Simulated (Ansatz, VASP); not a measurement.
Pb: VASP beside Ansatz

File INCAR:

```
PREC = Accurate ; ENCUT = 520
EDIFF = 1E-8 ; ISMEAR = -4
SIGMA = 0.1 ; LREAL = F
LASPH = T ; NELM = 60
ALGO = Normal ; ISIF = 2
LWAVE = F ; LCHARG = F
GGA = RE ; LEFG = T
NBANDS = 21
```

KPOINTS

```
Automatic mesh
0
Gamma
  14 14 8
```

POSCAR

```
Pb
1.0
    3.5063980399      0.0000000000      0.0000000000
   -1.7531990200      3.0366297783      0.0000000000
    0.0000000000      0.0000000000      5.5061500000
Pb
2
Direct
    0.3333333333      0.6666666667      0.2500000000
    0.6666666667      0.3333333333      0.7500000000
```

Input for Ansatz:

```yaml
crystal:
  lattice:
    - [3.5063980399, 0.0, 0.0]
    - [-1.75319902, 3.0366297783, 0.0]
    - [0.0, 0.0, 5.50615]
  atoms:
    - { symbol: Pb, position: [0.3333333333, 0.6666666667, 0.25] }
    - { symbol: Pb, position: [0.6666666667, 0.3333333333, 0.75] }
kpoints:
  mp_grid: { grid: [14, 14, 8] }
scf:
  occupations: { method: tetrahedron_uncorrected }
hamiltonian:
  xc: revpbe
  pseudopotentials: { kind: all_electron, datasets: crystal }
output:
  forces: true
  stress: true
  eigenvalues: true
  efg: { contact_densities: true }
```

Alike in both runs: task electric field gradients; functional revPBE; k mesh 14 × 14 × 8; no spin polarisation.

|  | VASP | Ansatz |
| --- | --- | --- |
| version | VASP 6.6.1 | Ansatz 0.2.0 |
| potentials or method | VASP PAW PBE potentials, release 64 (Pb_d), cutoff 520 eV | all-electron PAW with datasets made for the crystal, scalar-relativistic |
| occupations | tetrahedron | tetrahedron-uncorrected |

```csv
,VASP,Ansatz,Ansatz less VASP
gap on the k mesh at the Fermi level (eV),none,none,-
pressure (GPa),5.6,5.7,+0.07
"traceless stress, the component that is largest in VASP (GPa)",1.76,1.74,-0.020
```

VASP's potentials were made for PBE, not for revPBE. A gap of «none» marks a metal or a gap that the smearing closes. Ansatz ran all-electron here, and VASP with PAW potentials.

Spin-orbit coupling is off throughout.
